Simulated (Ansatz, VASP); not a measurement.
# One calculation of SnO, two programs

```
Sn O
1.0
     3.50320    0.00000    0.00000
     0.00000    3.50320    0.00000
     0.00000    0.00000    4.65532
Sn O
2 2
Direct
  0.00000 0.50000 0.24575
  0.50000 0.00000 0.75425
  0.00000 0.00000 0.00000
  0.50000 0.50000 0.00000
```

Alike in both runs: task single point; functional LDA; k mesh 10 × 10 × 8; occupations gaussian, width 0.15 eV; no spin polarisation.

|  | VASP | Ansatz |
| --- | --- | --- |
| version | VASP 6.6.1 | Ansatz 0.2.0 |
| potentials or method | VASP PAW LDA potentials, release 64 (Sn_d, O), cutoff 520 eV | scalar-relativistic, plane waves, PAW |
| valence electrons in the cell | 40 | 40 |

```csv
,VASP,Ansatz,Ansatz less VASP
gap on the k mesh at the Fermi level (eV),none,none,-
pressure (GPa),23.8,23.0,-0.75
"traceless stress, the component that is largest in VASP (GPa)",-7.95,-7.99,-0.039
rms of the force components (eV/Å),1.020,0.948,-0.0720
```

LDA's correlation is that of Perdew and Zunger in VASP and of Perdew and Wang (1992) in Ansatz. Atom by atom the forces differ by 0.072 eV/Å (rms over components). A gap of «none» marks a metal or a gap that the smearing closes.
